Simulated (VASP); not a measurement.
# SiO2 (P4_2/mnm) in VASP: further runs, part 2 of 2

VASP 6.6.1. The steps go on from the part before.

## Step 4: Single point, LDA

This run uses another cell than the first one, of 7.57 Å³/atom, 1.004 times its volume.

Contents of INCAR:

```
SYSTEM = SiO2
  PREC = Accurate
  ENCUT = 520
  EDIFF = 1E-6
  ISMEAR = 0
  SIGMA = 0.05
  LREAL = .FALSE.
  LASPH = .TRUE.
  NELM = 100
  ALGO = Normal
  ISIF = 2
  LWAVE = .FALSE.
  LCHARG = .TRUE.
  LELF = .TRUE.
  LVHAR = .TRUE.
  NBANDS = 25
```

Contents of KPOINTS:

```
Automatic mesh
0
G
  6 6 8
  0 0 0
```

Contents of POSCAR:

```
SiO2
1.0
    4.1302000000      0.0000000000      0.0000000000
    0.0000000000      4.1302000000      0.0000000000
    0.0000000000      0.0000000000      2.6613102772
Si O
2 4
Direct
    0.5000000000      0.5000000000      0.5000000000
    0.0000000000      0.0000000000      0.0000000000
    0.6944252994      0.6944252994      0.0000000000
    0.1944252994      0.8055747006      0.5000000000
    0.3055747006      0.3055747006      0.0000000000
    0.8055747006      0.1944252994      0.5000000000
```

Potentials or basis: VASP PAW LDA potentials, release 64 (Si, O).

The run is started by

```bash
$ cat potpaw_LDA.64/Si/POTCAR potpaw_LDA.64/O/POTCAR > POTCAR
$ mpirun -np 1 vasp_std > vasp.out
```

OUTCAR:

```text
SYSTEM = SiO2
   PREC = Accurate
   ENCUT = 520
   EDIFF = 1E-6
   ISMEAR = 0
   LREAL = .FALSE.
   LASPH = .TRUE.
   NELM = 100
   ISIF = 2

 ion  position               nearest neighbor table
   1  0.500  0.500  0.500-   3 1.75   5 1.75   3 1.75   5 1.75   4 1.78   6 1.78
   2  0.000  0.000  0.000-   4 1.75   6 1.75   4 1.75   6 1.75   5 1.78   3 1.78
   3  0.694  0.694  0.000-   1 1.75   1 1.75   2 1.78
   4  0.194  0.806  0.500-   2 1.75   2 1.75   1 1.78
   5  0.306  0.306  0.000-   1 1.75   1 1.75   2 1.78
   6  0.806  0.194  0.500-   2 1.75   2 1.75   1 1.78
[... 882 lines left out ...]
  -------------------------------------------------------------------------------------
  Total        1.5297544      1.5297544      1.1977234     -0.0000000      0.0000000      0.0000000
  in kB       53.9876729     53.9876729     42.2697254     -0.0000000      0.0000000      0.0000000
  external PRESSURE =      50.0816904 kB  Pullay stress =       0.0000000 kB

 VOLUME and BASIS-vectors are now :
 -----------------------------------------------------------------------------
  energy-cutoff  :      520.00
  volume of cell :       45.40
      direct lattice vectors                 reciprocal lattice vectors
     4.130200000  0.000000000  0.000000000     0.242119026  0.000000000  0.000000000
     0.000000000  4.130200000  0.000000000     0.000000000  0.242119026  0.000000000
     0.000000000  0.000000000  2.661310277     0.000000000  0.000000000  0.375754758

 POSITION                                       TOTAL-FORCE (eV/Angst)
 -----------------------------------------------------------------------------------
      2.06510      2.06510      1.33066        -0.000000      0.000000     -0.000000
      0.00000      0.00000      0.00000        -0.000000      0.000000     -0.000000
      2.86812      2.86812      0.00000         0.100211      0.100211     -0.000000
      0.80302      3.32718      1.33066         0.100211     -0.100211     -0.000000
      1.26208      1.26208      0.00000        -0.100211     -0.100211      0.000000
      3.32718      0.80302      1.33066        -0.100211      0.100211     -0.000000
 -----------------------------------------------------------------------------------
    total drift:                                0.000000      0.000000     -0.000000

  FREE ENERGIE OF THE ION-ELECTRON SYSTEM (eV)
  ---------------------------------------------------
  free  energy   TOTEN  =       -51.9576879174 eV

  energy  without entropy=      -51.9576879174  energy(sigma->0) =      -51.95768792
```

OSZICAR:

```text
N       E                     dE             d eps       ncg     rms          rms(c)
DAV:   1     0.125125213160E+03    0.12513E+03   -0.17712E+04  2516   0.124E+03
DAV:   2    -0.503976334003E+02   -0.17552E+03   -0.16907E+03  3088   0.279E+02
DAV:   3    -0.568895036845E+02   -0.64919E+01   -0.64656E+01  3360   0.511E+01
DAV:   4    -0.569300579704E+02   -0.40554E-01   -0.40545E-01  2922   0.472E+00
DAV:   5    -0.569303816058E+02   -0.32364E-03   -0.32358E-03  3386   0.397E-01    0.183E+01
DAV:   6    -0.520402247801E+02    0.48902E+01   -0.13576E+01  3184   0.246E+01    0.885E+00
DAV:   7    -0.519936191699E+02    0.46606E-01   -0.77832E-01  3063   0.505E+00    0.308E+00
DAV:   8    -0.519633424758E+02    0.30277E-01   -0.30481E-02  3201   0.145E+00    0.107E+00
DAV:   9    -0.519576884047E+02    0.56541E-02   -0.55206E-03  3190   0.568E-01    0.205E-01
DAV:  10    -0.519576868683E+02    0.15364E-05   -0.19365E-04  3175   0.101E-01    0.699E-02
DAV:  11    -0.519576879923E+02   -0.11240E-05   -0.18224E-05  3248   0.300E-02    0.186E-02
DAV:  12    -0.519576879174E+02    0.74870E-07   -0.91259E-07  2143   0.763E-03
   1 F= -.51957688E+02 E0= -.51957688E+02  d E =-.229275E-11
```

stdout:

```text
POSCAR found type information on POSCAR SiO
 POSCAR found :  2 types and       6 ions
 scaLAPACK will be used
 LDA part: xc-table for (Slater(with rela. corr.)+CA(PZ))
 , standard interpolation
 POSCAR, INCAR and KPOINTS ok, starting setup
 FFT: planning ... GRIDC
 FFT: planning ... GRID_SOFT
 FFT: planning ... GRID
 WAVECAR not read
 entering main loop
```

Wall time 68 s (1 thread of AMD EPYC 7R13, shared host); peak memory 0.13 GiB.

What came out:

```yaml
Free_energy: -51.9577 eV
Pressure: 5.0 GPa
Largest_force: 0.142 eV/Å
Band_gap_on_the_k_mesh: 6.02 eV, direct
```

Forces in eV/Å, atoms in the order of the input:
```
Si   0.000  0.000  0.000
Si   0.000  0.000  0.000
O    0.100  0.100  0.000
O    0.100 -0.100  0.000
O   -0.100 -0.100  0.000
O   -0.100  0.100  0.000
```

Levels at points of the mesh, in eV from the valence-band top:
```csv
k point,band 13,band 14,band 15,band 16,band 17,band 18,band 19,band 20
"(0.00, 0.00, 0.00)",-2.60,-0.91,-0.91,0.00,6.02,6.39,8.38,8.38
"(0.50, 0.00, 0.00)",-2.81,-2.81,-1.10,-1.10,7.84,7.84,8.95,8.95
"(0.50, 0.50, 0.00)",-2.82,-2.82,-2.38,-2.38,7.48,7.48,9.99,9.99
"(0.00, 0.00, 0.50)",-3.33,-3.33,-2.81,-2.81,9.24,9.24,12.61,12.61
"(0.50, 0.00, 0.50)",-2.37,-2.37,-1.86,-1.86,8.85,8.85,10.06,10.06
"(0.50, 0.50, 0.50)",-1.81,-1.81,-1.63,-1.63,7.35,7.35,10.98,10.98
```

A k mesh can miss the band edges. LDA gaps usually lie below the measured ones, often by a third to a half.

## Step 5: Single point, LDA

This run uses another cell than the first one, of 7.56 Å³/atom, 1.002 times its volume.

Contents of INCAR:

```
SYSTEM = SiO2
  ALGO = Normal
  EDIFF = 1E-6
  ENCUT = 520
  GGA = CA
  ISIF = 2
  ISMEAR = 0
  LASPH = .TRUE.
  LCHARG = .FALSE.
  LREAL = .FALSE.
  LWAVE = .FALSE.
  NBANDS = 25
  NELM = 60
  PREC = Accurate
  SIGMA = 0.05
```

Contents of KPOINTS:

```
k-points
0
G
  6 6 8
  0 0 0
```

POSCAR, as its differences from that of step 4:

```diff
@@ -2,5 +2,5 @@
 1.0
-    4.1302000000      0.0000000000      0.0000000000
-    0.0000000000      4.1302000000      0.0000000000
-    0.0000000000      0.0000000000      2.6613102772
+    4.2299000000      0.0000000000      0.0000000000
+    0.0000000000      4.2299000000      0.0000000000
+    0.0000000000      0.0000000000      2.5336000000
 Si O
```

The run is started by

```bash
$ cat potpaw_LDA.64/Si/POTCAR potpaw_LDA.64/O/POTCAR > POTCAR
$ mpirun -np 1 vasp_std > vasp.out
```

Wall time 73 s (1 thread of AMD EPYC 7R13, shared host); peak memory 0.13 GiB.

The run converged. Its results:

```yaml
Free_energy: -51.7046 eV
Pressure: 10.0 GPa
Largest_force: 0.203 eV/Å
Band_gap_on_the_k_mesh: 6.22 eV, direct
```

Forces in eV/Å, atoms in the order of the input:
```
Si   0.000  0.000  0.000
Si   0.000  0.000  0.000
O   -0.144 -0.144  0.000
O   -0.144  0.144  0.000
O    0.144  0.144  0.000
O    0.144 -0.144  0.000
```

Stress tensor (GPa, compression positive):
```
-2.83  0.00  0.00
 0.00 -2.83  0.00
 0.00  0.00 35.76
```

Levels at points of the mesh, in eV from the valence-band top:
| k point | band 14 | band 15 | band 16 | band 17 | band 18 | band 19 |
| --- | --- | --- | --- | --- | --- | --- |
| (0.00, 0.00, 0.00) | -0.97 | -0.97 | 0.00 | 6.22 | 7.65 | 9.45 |
| (0.50, 0.00, 0.00) | -2.41 | -1.17 | -1.17 | 8.52 | 8.52 | 9.88 |
| (0.50, 0.50, 0.00) | -2.61 | -2.59 | -2.59 | 8.20 | 8.20 | 10.80 |
| (0.00, 0.00, 0.50) | -3.04 | -2.79 | -2.79 | 9.13 | 9.13 | 12.33 |
| (0.50, 0.00, 0.50) | -2.47 | -1.83 | -1.83 | 8.72 | 8.72 | 9.46 |
| (0.50, 0.50, 0.50) | -1.95 | -1.61 | -1.61 | 7.13 | 7.13 | 10.79 |

A k mesh can miss the band edges.

## Step 6: Summary

```tsv
cell	gap on the mesh (eV)	pressure (GPa)	largest force (eV/Å)
a = 4.280, b = 4.280, c = 2.470 Å, 6 atoms	6.24	14.1	0.38
a = 4.180, b = 4.180, c = 2.597 Å, 6 atoms	6.14	7.0	0.03
a = 4.130, b = 4.130, c = 2.661 Å, 6 atoms	6.02	5.0	0.14
a = 4.230, b = 4.230, c = 2.534 Å, 6 atoms	6.22	10.0	0.20
```

Alike in all rows: task single point; level LDA; potentials or basis VASP PAW LDA potentials, release 64 (Si, O); no spin polarisation; k mesh 6 × 6 × 8; cutoff (eV) 520; smearing gaussian 0.05 eV.

Total energies depend on the potentials used, so only differences within one code and one set of settings carry meaning.
